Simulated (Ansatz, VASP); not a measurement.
Given: the input of a run of Ansatz 0.2.0 on InPd.

input.yaml

```yaml
crystal:
  lattice:
    - [3.27188478, 0.0, 0.0]
    - [0.0, 3.27188478, 0.0]
    - [0.0, 0.0, 3.27188478]
  atoms:
    - { symbol: In, position: [0.0, 0.0, 0.0] }
    - { symbol: Pd, position: [0.5, 0.5, 0.5] }
kpoints:
  mp_grid: { grid: [8, 8, 8] }
scf:
  occupations: { method: fermi_dirac, width: 0.05 }
hamiltonian:
  xc: pbesol
  dispersion: d4
  pseudopotentials: { kind: all_electron, lapw: { basis_error: 0.001 } }
output:
  forces: true
  stress: true
relax:
  f_tol: 0.02
  max_steps: 60
  cell: {}
```

Potentials or basis: all-electron LAPW, scalar-relativistic.

The run is started by

```bash
$ ansatz run input.yaml --threads 1 --pin off --max-ram 3072MiB --backend cpu --events-out ev --progress --plain --runs-dir out
```

Problem. Set up the same calculation for VASP 6.6.1. Potentials there: VASP PAW PBE potentials, release 64 (In_d, Pd).

Solution. As run (the cutoff follows the program's own potentials):

INCAR

```
SYSTEM = InPd
PREC = Accurate ; ENCUT = 600
EDIFF = 1E-7 ; ISMEAR = -1
SIGMA = 0.05 ; LREAL = .FALSE.
LASPH = .TRUE. ; NELM = 60
ALGO = Normal ; ISIF = 3
LWAVE = .FALSE. ; LCHARG = .FALSE.
GGA = PS ; IVDW = 13
IBRION = 2 ; NSW = 80
EDIFFG = -0.02
```

Contents of KPOINTS:

```
regular mesh
0
G
  8 8 8
  0 0 0
```

The input POSCAR:

```
InPd
1.0
    3.2718847800      0.0000000000      0.0000000000
    0.0000000000      3.2718847800      0.0000000000
    0.0000000000      0.0000000000      3.2718847800
In Pd
1 1
Direct
    0.0000000000      0.0000000000      0.0000000000
    0.5000000000      0.5000000000      0.5000000000
```

Potentials or basis: VASP PAW PBE potentials, release 64 (In_d, Pd).

Command:

```bash
$ cat potpaw_PBE.64/In_d/POTCAR potpaw_PBE.64/Pd/POTCAR > POTCAR
$ mpirun -np 1 vasp_std > vasp.out
```

Both were run:

|  | VASP | Ansatz | Ansatz less VASP |
| --- | --- | --- | --- |
| relaxed volume (Å³/atom) | 16.84 | 16.81 | -0.025 |
| relaxed cell length with the largest relative difference (Å) | 3.229 | 3.228 | -0.0016 |

VASP's potentials were made for PBE, not for PBEsol. Ansatz ran all-electron here, and VASP with PAW potentials.
